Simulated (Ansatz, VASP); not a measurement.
V: VASP beside Ansatz

File INCAR:

```
SYSTEM = V
ALGO     = Normal         ! electronic algorithm
EDIFF    = 1E-7           ! SCF threshold, eV
EDIFFG   = -0.05          ! ionic threshold
ENCUT    = 500            ! plane-wave cutoff, eV
GGA      = PE             ! functional
GGA_COMPAT= .False.      
IBRION   = 2              ! ionic algorithm
ISIF     = 3              ! what is computed and relaxed
ISMEAR   = 0              ! smearing method
LASPH    = .True.         ! aspherical terms in the spheres
LCHARG   = .False.        ! write CHGCAR
LREAL    = .False.        ! projectors in reciprocal space
LWAVE    = .False.        ! write WAVECAR
NELM     = 120            ! most SCF steps
NELMIN   = 4            
NSW      = 80             ! ionic steps
PREC     = Accurate       ! precision mode
SIGMA    = 0.1            ! smearing width, eV
```

The input KPOINTS:

```
k-points
0
Gamma
  8 8 8
  0 0 0
```

File POSCAR:

```
V
1.0
   -1.5732343579      1.5732343579      1.5732343579
    1.5732343579     -1.5732343579      1.5732343579
    1.5732343579      1.5732343579     -1.5732343579
V
1
Direct
    0.0000000000      0.0000000000      0.0000000000
```

Input for Ansatz:

```yaml
crystal:
  lattice:
    - [-1.5732343579, 1.5732343579, 1.5732343579]
    - [1.5732343579, -1.5732343579, 1.5732343579]
    - [1.5732343579, 1.5732343579, -1.5732343579]
  atoms:
    - { symbol: V, position: [0.0, 0.0, 0.0] }
basis:
  ecutwfc: 420
kpoints:
  mp_grid: { grid: [8, 8, 8] }
hamiltonian:
  xc: pbe
scf:
  occupations: { method: gaussian, width: 0.1 }
output:
  forces: true
  stress: true
  eigenvalues: true
relax:
  adjacent_minimum: "off"
  f_tol: 0.05
  max_steps: 60
  cell: { stress_tol: 0.5 }
```

Alike in both runs: task relaxation of cell and atoms; functional PBE; k mesh 8 × 8 × 8; occupations gaussian, width 0.1 eV; no spin polarisation.

```csv
,VASP,Ansatz
version,VASP 6.6.1,Ansatz 0.2.0
potentials or method,"VASP PAW PBE potentials, release 64 (V_sv), cutoff 500 eV","scalar-relativistic, plane waves, PAW"
valence electrons in the cell,13,13
```

VASP gave:

| Property | Result |
| --- | --- |
| gap on the k mesh at the Fermi level, each at its own relaxed structure (eV) | none |
| relaxed volume (Å³/atom) | 13.40 |
| relaxed cell length with the largest relative difference (Å) | 2.591 |

Problem. What did Ansatz give for the same quantities?

Solution. gap on the k mesh at the Fermi level, each at its own relaxed structure (eV): none; relaxed volume (Å³/atom): 13.35; relaxed cell length with the largest relative difference (Å): 2.588.

A gap of «none» marks a metal or a gap that the smearing closes.
